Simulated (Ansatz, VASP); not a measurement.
## Two plane-wave programs on ZnF2

INCAR

```
SYSTEM = ZnF2
PREC = Accurate
ENCUT = 600
EDIFF = 1E-6
ISMEAR = -1
SIGMA = 0.02
LREAL = .FALSE.
LASPH = .TRUE.
NELM = 120
ALGO = Normal
ISIF = 2
LWAVE = .FALSE.
LCHARG = .FALSE.
GGA = PE
NBANDS = 35
GGA_COMPAT = .FALSE.
```

File KPOINTS:

```
Automatic mesh
0
G
  6 6 8
  0 0 0
```

Contents of POSCAR:

```
ZnF2
1.0
    4.9738055861      0.0000000000      0.0000000000
    0.0000000000      4.9738055861      0.0000000000
    0.0000000000      0.0000000000      3.3065785772
Zn F
2 4
Direct
    0.0000000000      0.0000000000      0.0000000000
    0.5000000000      0.5000000000      0.5000000000
    0.3121241361      0.3121241361      0.0000000000
    0.1878758639      0.8121241361      0.5000000000
    0.6878758639      0.6878758639      0.0000000000
    0.8121241361      0.1878758639      0.5000000000
```

Input for Ansatz:

```yaml
crystal:
  lattice:
    - [4.9738055861, 0.0, 0.0]
    - [0.0, 4.9738055861, 0.0]
    - [0.0, 0.0, 3.3065785772]
  atoms:
    - { symbol: Zn, position: [0.0, 0.0, 0.0] }
    - { symbol: Zn, position: [0.5, 0.5, 0.5] }
    - { symbol: F, position: [0.3121241361, 0.3121241361, 0.0] }
    - { symbol: F, position: [0.1878758639, 0.8121241361, 0.5] }
    - { symbol: F, position: [0.6878758639, 0.6878758639, 0.0] }
    - { symbol: F, position: [0.8121241361, 0.1878758639, 0.5] }
kpoints:
  mp_grid: { grid: [6, 6, 8] }
  band_path:
    path:
      - [0.0, 0.0, 0.0]
      - [0.0, 0.5, 0.0]
      - [0.5, 0.5, 0.0]
      - [0.0, 0.0, 0.5]
      - [0.0, 0.5, 0.5]
      - [0.5, 0.5, 0.5]
    npoints: 1
hamiltonian:
  xc: pbe
scf:
  occupations: { method: fermi_dirac, width: 0.02 }
  n_extra_bands: 5
output:
  forces: true
  stress: true
  eigenvalues: true
```

Change from the starting cell: hydrostatic strain +5.8%.

Alike in both runs: task single point; functional PBE; k mesh 6 × 6 × 8; occupations fermi-dirac, width 0.02 eV; no spin polarisation.

```csv
,VASP,Ansatz
version,VASP 6.6.1,Ansatz 0.2.0
potentials or method,"VASP PAW PBE potentials, release 64 (Zn, F)","plane waves, PAW"
plane-wave cutoff (eV),600,420
valence electrons in the cell,52,52
```

```csv
,VASP,Ansatz,Ansatz less VASP
gap on the k mesh at the Fermi level (eV),3.26,3.31,+0.046
pressure (GPa),-8.0,-8.1,-0.11
"traceless stress, the component that is largest in VASP (GPa)",-2.41,-2.65,-0.232
rms of the force components (eV/Å),0.036,0.025,-0.0105
```

Atom by atom the forces differ by 0.011 eV/Å (rms over components).
